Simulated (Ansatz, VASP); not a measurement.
## Hf in VASP and in Ansatz

```
CELL_PARAMETERS angstrom
3.11840 0.00000 0.00000
-1.55920 2.70061 0.00000
0.00000 0.00000 4.94755
ATOMIC_POSITIONS crystal
Hf 0.33333 0.66667 0.25000
Hf 0.66667 0.33333 0.75000
```

Alike in both runs: task single point; functional LDA; k mesh 12 × 12 × 7; occupations fermi-dirac, width 0.2 eV; no spin polarisation.

```csv
,VASP,Ansatz
version,VASP 6.6.1,Ansatz 0.2.0
potentials or method,"VASP PAW LDA potentials, release 64 (Hf_pv), cutoff 520 eV","plane waves (420 eV) with PAW, scalar-relativistic"
valence electrons in the cell,20,52
```

Ansatz gave:

- pressure (GPa): 0.3
- traceless stress, the component that is largest in VASP (GPa): 0.54

**Question.** What did VASP give for the same quantities?

**Answer.** Pressure (GPa): 0.4; traceless stress, the component that is largest in VASP (GPa): 0.53.

Ansatz warns that its potentials were made for another functional, while VASP's fit it. LDA's correlation is that of Perdew and Zunger in VASP and of Perdew and Wang (1992) in Ansatz. VASP's potentials hold 20 valence electrons a cell and Ansatz's 52, so a difference there can come from the potentials and not from the codes.

Spin-orbit coupling is off throughout.
